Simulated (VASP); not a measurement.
# Mg (Pm-3m) in VASP: notebook

Mg is run at these levels: PBE; tasks: single point, relaxation of cell and atoms.

Program: VASP 6.6.1. These are calculated values, not measurements. Logs are shortened: lines on timing, memory, paths and dates and some standing lists are left out, and cuts for length are marked.

## (1) The cell of the first run

It takes space group Pm-3m (No. 221, cubic). The conventional cell has a = 2.769 Å, b = 2.769 Å, c = 2.769 Å, α = 90.00°, β = 90.00°, γ = 90.00°. Within 3.6 Å of Mg (site symmetry m-3m) lie 6 Mg at 2.77 Å.

## (2) Single point, PBE

The input, INCAR:

```
ALGO = Normal
EDIFF = 1E-7
ENCUT = 520
GGA = PE
ISIF = 2
ISMEAR = 0
LASPH = T
LCHARG = F
LREAL = F
LWAVE = F
NBANDS = 7
NELM = 60
PREC = Accurate
SIGMA = 0.1
```

The input, KPOINTS:

```
k-points
0
Gamma
  7 7 7
```

The input, POSCAR:

```
Mg
1.0
    2.7691399856      0.0000000000      0.0000000000
    0.0000000000      2.7691399856      0.0000000000
    0.0000000000      0.0000000000      2.7691399856
Mg
1
Direct
    0.0000000000      0.0000000000      0.0000000000
```

Potentials or basis: VASP PAW PBE potentials, release 64 (Mg).

On the command line:

```sh
$ cat potpaw_PBE.64/Mg/POTCAR > POTCAR
$ mpirun -np 1 vasp_std > vasp.out
```

OUTCAR:

```text
EDIFF = 1E-7
   ENCUT = 520
   GGA = PE
   ISIF = 2
   ISMEAR = 0
   LASPH = T
   LREAL = F
   NELM = 60
   PREC = Accurate

 ion  position               nearest neighbor table
   1  0.000  0.000  0.000-

  LATTYP: Found a simple cubic cell.
 ALAT       =     2.7691399856

  Lattice vectors:

 A1 = (   2.7691399856,   0.0000000000,   0.0000000000)
 A2 = (   0.0000000000,   2.7691399856,   0.0000000000)
 A3 = (   0.0000000000,   0.0000000000,   2.7691399856)

Analysis of symmetry for initial positions (statically):
=====================================================================
 Subroutine PRICEL returns:
 Original cell was already a primitive cell.

 Routine SETGRP: Setting up the symmetry group for a
 simple cubic supercell.

 Subroutine GETGRP returns: Found 48 space group operations
 (whereof 48 operations were pure point group operations)
 out of a pool of 48 trial point group operations.

The static configuration has the point symmetry O_h .

Analysis of symmetry for dynamics (positions and initial velocities):
=====================================================================
 Subroutine PRICEL returns:
 Original cell was already a primitive cell.

 Routine SETGRP: Setting up the symmetry group for a
 simple cubic supercell.

 Subroutine GETGRP returns: Found 48 space group operations
 (whereof 48 operations were pure point group operations)
 out of a pool of 48 trial point group operations.

The dynamic configuration has the point symmetry O_h .

 Subroutine INISYM returns: Found 48 space group operations
 (whereof 48 operations are pure point group operations),
 and found     1 'primitive' translations

----------------------------------------------------------------------------------------

                                     Primitive cell

  volume of cell :      21.2341

  direct lattice vectors                    reciprocal lattice vectors
     2.769139986  0.000000000  0.000000000     0.361122950  0.000000000  0.000000000
     0.000000000  2.769139986  0.000000000     0.000000000  0.361122950  0.000000000
     0.000000000  0.000000000  2.769139986     0.000000000  0.000000000  0.361122950

  length of vectors
     2.769139986  2.769139986  2.769139986     0.361122950  0.361122950  0.361122950

  position of ions in fractional coordinates (direct lattice)
     0.000000000  0.000000000  0.000000000

  ion indices of the primitive-cell ions
   primitive index   ion index
                 1           1

----------------------------------------------------------------------------------------

 KPOINTS: k-points

Automatic generation of k-mesh.
 Grid dimensions read from file:
 generate k-points for:    7    7    7

 Generating k-lattice:

  Cartesian coordinates                     Fractional coordinates (reciprocal lattice)
     0.051588993  0.000000000  0.000000000     0.142857143  0.000000000  0.000000000
     0.000000000  0.051588993  0.000000000     0.000000000  0.142857143  0.000000000
     0.000000000  0.000000000  0.051588993     0.000000000  0.000000000  0.142857143

  Length of vectors
     0.051588993  0.051588993  0.051588993

  Shift w.r.t. Gamma in fractional coordinates (k-lattice)
     0.000000000  0.000000000  0.000000000

 Subroutine IBZKPT returns following result:
 ===========================================

 Found     20 irreducible k-points:

 Following reciprocal coordinates:
            Coordinates               Weight
  0.000000  0.000000  0.000000      1.000000
  0.142857  0.000000  0.000000      6.000000
  0.285714  0.000000  0.000000      6.000000
  0.428571  0.000000  0.000000      6.000000
  0.142857  0.142857  0.000000     12.000000
  0.285714  0.142857  0.000000     24.000000
[... 12 lines left out ...]
  0.428571  0.428571  0.285714     24.000000
  0.428571  0.428571  0.428571      8.000000
   k-points           NKPTS =     20   k-points in BZ     NKDIM =     20   number of bands    NBANDS=      7
   number of dos      NEDOS =    301   number of ions     NIONS =      1
   total plane-waves  NPLWV =  13824
   dimension x,y,z NGX =    24 NGY =   24 NGZ =   24
   dimension x,y,z NGXF=    48 NGYF=   48 NGZF=   48
   ions per type =               1
   NGX,Y,Z   is equivalent  to a cutoff of  14.41, 14.41, 14.41 a.u.
   NGXF,Y,Z  is equivalent  to a cutoff of  28.82, 28.82, 28.82 a.u.
 SYSTEM =  unknown system
   PREC   = accura    normal or accurate (medium, high low for compatibility)
   ISTART =      0    job   : 0-new  1-cont  2-samecut
   ICHARG =      2    charge: 1-file 2-atom 10-const
   ISPIN  =      1    spin polarized calculation?
   LNONCOLLINEAR =      F non collinear calculations
   LSORBIT =      F    spin-orbit coupling
   LASPH  =      T    aspherical Exc in radial PAW
   ENCUT  =  520.0 eV  38.22 Ry    6.18 a.u.   5.15  5.15  5.15*2*pi/ulx,y,z
   NELM   =     60;   NELMIN=  2; NELMDL= -5     # of ELM steps
   EDIFF  = 0.1E-06   stopping-criterion for ELM
   LREAL  =      F    real-space projection
   EDIFFG = 0.1E-05   stopping-criterion for IOM
   NSW    =      0    number of steps for IOM
   IBRION =     -1    ionic relax: 0-MD 1-quasi-New 2-CG
   NFREE  =      0    steps in history (QN), initial steepest desc. (CG)
   ISIF   =      2    stress and relaxation
   ISYM   =      2    0-nonsym 1-usesym 2-fastsym
   POTIM  = 0.5000    time-step for ionic-motion
   TEBEG  =    0.0;   TEEND  =   0.0 temperature during run
   PSTRESS=    0.0 pullay stress
   NELECT =       2.0000    total number of electrons
   NUPDOWN=      -1.0000    fix difference up-down
   EMIN   =  10.00;   EMAX   =-10.00  energy-range for DOS
   EFERMI =   0.00;   METHOD = LEGACY
   ISMEAR =     0;   SIGMA  =   0.10  broadening in eV -4-tet -1-fermi 0-gaus
   EFERMI_NEDOS =   21; number of points for ismear=-14 and -15
   IALGO  =     38    algorithm
   IMIX   =      4    mixing-type and parameters
     AMIX     =   0.40;   BMIX     =  1.00
     AMIX_MAG =   1.60;   BMIX_MAG =  1.00
  volume/ion in A,a.u.               =      21.23       143.30
  Fermi-wavevector in a.u.,A,eV,Ry     =   0.744858  1.407577  7.548687  0.554813
  Thomas-Fermi vector in A             =   1.840308
   LORBIT       =      0    0 simple, 1 ext, 2 COOP (PROOUT), +10 PAW based schemes
   GGA     = PE    functional components
   LHFCALC =     F    Hartree Fock is set to
   AEXX    =    0.0000 exact exchange contribution
   IVDW    =     0    specifies the selected vdW correction
   LEPSILON=     F    determine dielectric tensor
   LRPA    =     F    only Hartree local field effects (RPA)
 non-spin polarized calculation
 Gauss-broadening in eV      SIGMA  =   0.10
  energy-cutoff  :      520.00
  volume of cell :       21.23
 maximum number of plane-waves:       587
 NGX is ok and might be reduce to    24
   NGX = 11   NGY = 11   NGZ = 11

 number of electron       2.0000000 magnetization

 Free energy of the ion-electron system (eV)
  ---------------------------------------------------
  ext. energy  EPLUGINS =         0.00000000
  ---------------------------------------------------
  free energy    TOTEN  =        -0.94937055 eV

  energy without entropy =       -0.94784377  energy(sigma->0) =       -0.94860716

 E-fermi :   2.9812     XC(G=0):  -8.7128

 val. band max:        2.7260804509   @ k =   0.4286   0.1429   0.1429
 cond. band min:       3.0788931672   @ k =   0.4286   0.4286   0.1429
 fundamental gap:      0.3528127162
 Fermi energy:         2.9811862864

 k-point     1 :       0.0000    0.0000    0.0000
  band No.  band energies     occupation
      1      -4.2316      2.00000
      2      12.0672      0.00000
      3      12.0672      0.00000
      4      14.4758      0.00000
      5      14.4758      0.00000
      6      14.4758      0.00000
      7      19.9872      0.00000

 k-point     2 :       0.1429    0.0000    0.0000
  band No.  band energies     occupation
      1      -3.8306      2.00000
      2       9.0512      0.00000
      3      12.4195      0.00000
      4      14.7885      0.00000
      5      14.7885      0.00000
      6      16.5316      0.00000
      7      21.8371      0.00000

 k-point     3 :       0.2857    0.0000    0.0000
  band No.  band energies     occupation
      1      -2.6385      2.00000
      2       5.2785      0.00000
      3      13.4214      0.00000
      4      15.7265      0.00000
      5      15.7265      0.00000
      6      18.3412      0.00000
      7      22.5424      0.00000

 k-point     4 :       0.4286    0.0000    0.0000
  band No.  band energies     occupation
      1      -0.6867      2.00000
      2       1.9783      2.00000
      3      14.7028      0.00000
      4      17.2577      0.00000
      5      17.2577      0.00000
      6      19.7058      0.00000
      7      19.7058      0.00000

 k-point     5 :       0.1429    0.1429    0.0000
  band No.  band energies     occupation
      1      -3.4312      2.00000
      2       8.8786      0.00000
      3      10.1415      0.00000
      4      15.1021      0.00000
      5      15.1566      0.00000
      6      19.0811      0.00000
      7      22.5339      0.00000
[... 121 lines left out ...]
 k-point    18 :       0.4286    0.2857    0.2857
  band No.  band energies     occupation
      1       2.3490      2.00000
      2       4.8971      0.00000
      3       9.2798      0.00000
      4      11.2300      0.00000
      5      11.9042      0.00000
      6      13.9210      0.00000
      7      19.1803      0.00000

 k-point    19 :       0.4286    0.4286    0.2857
  band No.  band energies     occupation
      1       4.1751      0.00000
      2       6.1744      0.00000
      3       7.3883      0.00000
      4       9.3027      0.00000
      5      12.3485      0.00000
      6      13.6662      0.00000
      7      16.8162      0.00000

 k-point    20 :       0.4286    0.4286    0.4286
  band No.  band energies     occupation
      1       5.9481      0.00000
      2       7.9246      0.00000
      3       7.9246      0.00000
      4       9.9855      0.00000
      5      10.4548      0.00000
      6      10.4548      0.00000
      7      13.8946      0.00000

------------------------ aborting loop because EDIFF is reached ----------------------------------------

  FORCE on cell =-STRESS in cart. coord.  units (eV):
  Direction    XX          YY          ZZ          XY          YZ          ZX
  --------------------------------------------------------------------------------------
  -------------------------------------------------------------------------------------
  Total        1.3185745      1.3185745      1.3185745      0.0000000     -0.0000000      0.0000000
  in kB       99.4902523     99.4902523     99.4902523      0.0000000     -0.0000000      0.0000000
  external PRESSURE =      99.4902523 kB  Pullay stress =       0.0000000 kB

 VOLUME and BASIS-vectors are now :
 -----------------------------------------------------------------------------
  energy-cutoff  :      520.00
  volume of cell :       21.23
      direct lattice vectors                 reciprocal lattice vectors
     2.769139986  0.000000000  0.000000000     0.361122950  0.000000000  0.000000000
     0.000000000  2.769139986  0.000000000     0.000000000  0.361122950  0.000000000
     0.000000000  0.000000000  2.769139986     0.000000000  0.000000000  0.361122950

 POSITION                                       TOTAL-FORCE (eV/Angst)
 -----------------------------------------------------------------------------------
      0.00000      0.00000      0.00000         0.000000      0.000000      0.000000
 -----------------------------------------------------------------------------------
    total drift:                               -0.000000      0.000000      0.000000

  FREE ENERGIE OF THE ION-ELECTRON SYSTEM (eV)
  ---------------------------------------------------
  free  energy   TOTEN  =        -0.9493705483 eV

  energy  without entropy=       -0.9478437740  energy(sigma->0) =       -0.94860716
```

Run time: 1.6 s. Hardware: 1 thread of Intel Xeon 6975P-C (Granite Rapids), shared host; peak memory 0.12 GiB.

Results:

```
Free energy            : -0.9494 eV
Pressure               : 9.9 GPa
Band gap on the k mesh : zero (band 1 reaches 5.95 eV, above the bottom of band 2 at 1.98 eV)
```

## (3) Single point, PBE

This run uses another cell than the first one, of 27.58 Å³/atom, 1.299 times its volume.

The input, INCAR:

```
SYSTEM = Mg
PREC = Accurate ; ENCUT = 520
EDIFF = 1E-6 ; ISMEAR = 0
SIGMA = 0.1 ; LREAL = .False.
LASPH = .True. ; NELM = 60
ALGO = Normal ; ISIF = 2
LWAVE = .False. ; LCHARG = .False.
GGA = PE ; NBANDS = 7
```

The input, KPOINTS:

```
regular mesh
0
Gamma
  7 7 7
  0 0 0
```

The input, POSCAR:

```
Mg
1.0
    3.0213406134      0.0000000000      0.0000000000
    0.0000000000      3.0213406134      0.0000000000
    0.0000000000      0.0000000000      3.0213406134
Mg
1
Direct
    0.0000000000      0.0000000000      0.0000000000
```

Potentials or basis: VASP PAW PBE potentials, release 64 (Mg).

On the command line:

```sh
$ cat potpaw_PBE.64/Mg/POTCAR > POTCAR
$ mpirun -np 1 vasp_std > vasp.out
```

Run time: 1.5 s. Hardware: 1 thread of Intel Xeon 6975P-C (Granite Rapids), shared host; peak memory 0.13 GiB.

The run converged. Its results:

| Quantity | Value |
| --- | --- |
| Free energy | -1.1073 eV |
| Pressure | -0.1 GPa |
| Band gap on the k mesh | zero (band 1 reaches 4.14 eV, above the bottom of band 2 at 0.79 eV) |

Levels at points of the mesh, in eV from the Fermi level:
| k point | band 1 | band 2 | band 3 | band 4 | band 5 |
| --- | --- | --- | --- | --- | --- |
| (0.00, 0.00, 0.00) | -6.08 | 8.19 | 8.19 | 9.55 | 9.55 |

## (4) Relaxation of cell and atoms, PBE

This run uses another cell than the first one, of 25.67 Å³/atom, 1.209 times its volume.

The input, INCAR:

```
ALGO     = Normal         # electronic algorithm
EDIFF    = 1E-7           # SCF threshold, eV
EDIFFG   = -0.03          # ionic threshold
ENCUT    = 600            # plane-wave cutoff, eV
GGA      = PE             # functional
IBRION   = 2              # ionic algorithm
ISIF     = 3              # what is computed and relaxed
ISMEAR   = 0              # smearing method
LASPH    = True           # aspherical terms in the spheres
LCHARG   = False          # write CHGCAR
LREAL    = False          # projectors in reciprocal space
LWAVE    = False          # write WAVECAR
NELM     = 100            # most SCF steps
NSW      = 80             # ionic steps
PREC     = Accurate       # precision mode
SIGMA    = 0.1            # smearing width, eV
```

The input, KPOINTS:

```
k-points
0
Gamma
  7 7 7
```

The input, POSCAR:

```
Mg
1.0
    2.9500000000      0.0000000000      0.0000000000
    0.0000000000      2.9500000000      0.0000000000
    0.0000000000      0.0000000000      2.9500000000
Mg
1
Direct
    0.0000000000      0.0000000000      0.0000000000
```

On the command line:

```sh
$ cat potpaw_PBE.64/Mg/POTCAR > POTCAR
$ mpirun -np 1 vasp_std > vasp.out
```

It took 3 s on 1 thread of Intel Xeon 6975P-C (Granite Rapids), shared host; peak memory 0.13 GiB.

The run converged. Its results:

* Free energy: -1.1073 eV
* Relaxed volume: 27.57 Å³/atom
* Relaxed cell: a = 3.021 Å, b = 3.021 Å, c = 3.021 Å, α = 90.00°, β = 90.00°, γ = 90.00°
* Space group after relaxing (to 0.05 Å): Pm-3m (No. 221)
* Energy gained by relaxing: 9.9 meV/atom
* Ionic steps: 3
* Pressure after relaxing: -0.1 GPa
* Band gap on the k mesh: zero (band 1 reaches 4.14 eV, above the bottom of band 2 at 0.79 eV)

Step by step:
| step | energy change (eV) | largest force (eV/Å) | pressure (GPa) | volume (Å³) |
| --- | --- | --- | --- | --- |
| 1 | 0.0000 | 0.0000 | 1.84 | 25.67 |
| 2 | -0.0085 | 0.0000 | 0.65 | 26.78 |
| 3 | -0.0099 | 0.0000 | -0.06 | 27.57 |

Final structure:
```xyz
1
Lattice="3.0211 0.0000 0.0000 0.0000 3.0211 0.0000 0.0000 0.0000 3.0211" Properties=species:S:1:pos:R:3 pbc="T T T"
Mg    0.0000    0.0000    0.0000
```

Levels at points of the mesh, in eV from the Fermi level:
```csv
k point,band 1,band 2,band 3,band 4,band 5
"(0.00, 0.00, 0.00)",-6.08,8.19,8.19,9.55,9.55
```

## (5) Relaxation of cell and atoms, PBE, target pressure 5 GPa, at which the enthalpy is minimised

This run uses another cell than the first one, of 25.67 Å³/atom, 1.209 times its volume.

The input, INCAR:

```
SYSTEM = Mg
ALGO     = Normal         ! electronic algorithm
EDIFF    = 1E-6           ! SCF threshold, eV
EDIFFG   = -0.03          ! ionic threshold
ENCUT    = 600            ! plane-wave cutoff, eV
GGA      = PE             ! functional
IBRION   = 2              ! ionic algorithm
ISIF     = 3              ! what is computed and relaxed
ISMEAR   = 0              ! smearing method
LASPH    = .TRUE.         ! aspherical terms in the spheres
LCHARG   = .FALSE.        ! write CHGCAR
LREAL    = .FALSE.        ! projectors in reciprocal space
LWAVE    = .FALSE.        ! write WAVECAR
NELM     = 60             ! most SCF steps
NSW      = 80             ! ionic steps
PREC     = Accurate       ! precision mode
PSTRESS  = 50.0         
SIGMA    = 0.1            ! smearing width, eV
```

The input, KPOINTS:

```
k-points
0
G
  7 7 7
  0 0 0
```

POSCAR is that of step 4.

On the command line:

```sh
$ cat potpaw_PBE.64/Mg/POTCAR > POTCAR
$ mpirun -np 1 vasp_std > vasp.out
```

It took 2.6 s on 1 thread of Intel Xeon 6975P-C (Granite Rapids), shared host; peak memory 0.13 GiB.

It converged, with:

```
Free energy                                            : -1.0524 eV
Relaxed volume                                         : 23.50 Å³/atom
Relaxed cell                                           : a = 2.864 Å, b = 2.864 Å, c = 2.864 Å, α = 90.00°, β = 90.00°, γ = 90.00°
Space group after relaxing (to 0.05 Å)                 : Pm-3m (No. 221)
Energy change on relaxing (the enthalpy is what falls) : +44.9 meV/atom
Ionic steps                                            : 3
Pressure after relaxing                                : 5.0 GPa
Band gap on the k mesh                                 : zero (band 1 reaches 5.21 eV, above the bottom of band 2 at 1.47 eV)
```

The path:
| step | energy change (eV) | largest force (eV/Å) | pressure (GPa) | volume (Å³) |
| --- | --- | --- | --- | --- |
| 1 | 0.0000 | 0.0000 | 1.84 | 25.67 |
| 2 | 0.0350 | 0.0000 | 4.40 | 23.84 |
| 3 | 0.0449 | 0.0000 | 4.99 | 23.50 |

Final structure:
```yaml
crystal:
  lattice:
    - [2.86422, 0.00000, 0.00000]
    - [0.00000, 2.86422, 0.00000]
    - [0.00000, 0.00000, 2.86422]
  atoms:
    - { symbol: Mg, position: [0.00000, 0.00000, 0.00000] }
```

Levels at points of the mesh, in eV from the Fermi level:
```
           k point  band 1  band 2  band 3  band 4  band 5
(0.00, 0.00, 0.00)   -6.76    8.72    8.72   10.69   10.69
```

Caveat: the cell is relaxed towards a set pressure, so the enthalpy falls and the energy may rise.

## (6) Overview

```csv
task,cell,cutoff (eV),gap on the mesh (eV),pressure (GPa)
single point,"a = 2.769 Å, 1 atom",520,none,9.9
single point,"a = 3.021 Å, 1 atom",520,none,-0.1
relaxation of cell and atoms,"relaxed from a = 2.950 Å, 1 atom",600,none,-0.1
relaxation of cell and atoms,"relaxed to 5 GPa from a = 2.950 Å, 1 atom",600,none,5.0
```

Alike in all rows: level PBE; potentials or basis VASP PAW PBE potentials, release 64 (Mg); no spin polarisation; k mesh 7 × 7 × 7; smearing gaussian 0.1 eV.

Caveats: the cell is relaxed towards a set pressure, so the enthalpy falls and the energy may rise (some runs).

Absolute energies hang on the potentials; compare differences alone.
